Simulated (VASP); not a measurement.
The system is ZnCu2SnSe4.

```xyz
8
Lattice="-2.8822 2.8822 5.7610 2.8822 -2.8822 5.7610 2.8822 2.8822 -5.7610" Properties=species:S:1:pos:R:3 pbc="T T T"
Cu    0.0000    0.0000    0.0000
Cu    0.0000    2.8822    2.8805
Zn    2.8822    0.0000    2.8805
Sn    0.0000    0.0000    5.7610
Se    4.3786    1.3322   -1.5000
Se    1.3322    1.3857    1.5000
Se   -1.4965    1.5500    4.2610
Se    1.5500    1.4965    7.2610
```

```yaml
Program: VASP 6.6.1
Task: relaxation of cell and atoms
Functional: r2SCAN
Potentials_or_basis: VASP PAW PBE potentials, release 64 (Cu, Zn, Sn_d, Se)
Cutoff: 660 eV
k_mesh: 6 × 6 × 6
Occupations: fermi-dirac, width 0.02 eV
Spin: no spin polarisation
```

At the start: pressure -2.1 GPa; volume 23.93 Å³/atom.

**Question.** Where does the relaxation end?

**Answer.** Over 9 steps the energy falls by 6.2 meV/atom and the volume is 23.11 Å³/atom (-3.4 %); space group I-4 (No. 82, to 0.1 Å) before and after.

Step by step:
| step | energy change (eV) | largest force (eV/Å) | pressure (GPa) | volume (Å³) |
| --- | --- | --- | --- | --- |
| 1 | 0.0000 | 0.1619 | -2.13 | 191.43 |
| 2 | -0.0439 | 0.0383 | 0.79 | 182.73 |
| 3 | -0.0486 | 0.0651 | 0.05 | 184.71 |
| 4 | -0.0485 | 0.0672 | 0.00 | 184.84 |
| 5 | -0.0492 | 0.0413 | -0.01 | 184.92 |
| 6 | -0.0495 | 0.0236 | -0.02 | 184.97 |
| 7 | -0.0497 | 0.0124 | -0.03 | 185.07 |
| 8 | -0.0497 | 0.0029 | -0.03 | 185.04 |
| 9 | -0.0497 | 0.0021 | 0.02 | 184.90 |

Final structure:
```
CELL_PARAMETERS angstrom
-2.84912 2.84912 5.69444
2.84912 -2.84912 5.69444
2.84912 2.84912 -5.69444
ATOMIC_POSITIONS crystal
Cu 0.00000 0.00000 0.00000
Cu 0.75000 0.25000 0.50000
Zn 0.25000 0.75000 0.50000
Sn 0.50000 0.50000 0.00000
Se 0.10343 0.62914 0.99231
Se 0.37086 0.36317 0.47430
Se 0.63683 0.11112 0.00769
Se 0.88888 0.89657 0.52570
```

Caveat: the PAW data sets were made with another functional, which shifts forces and pressure a little.
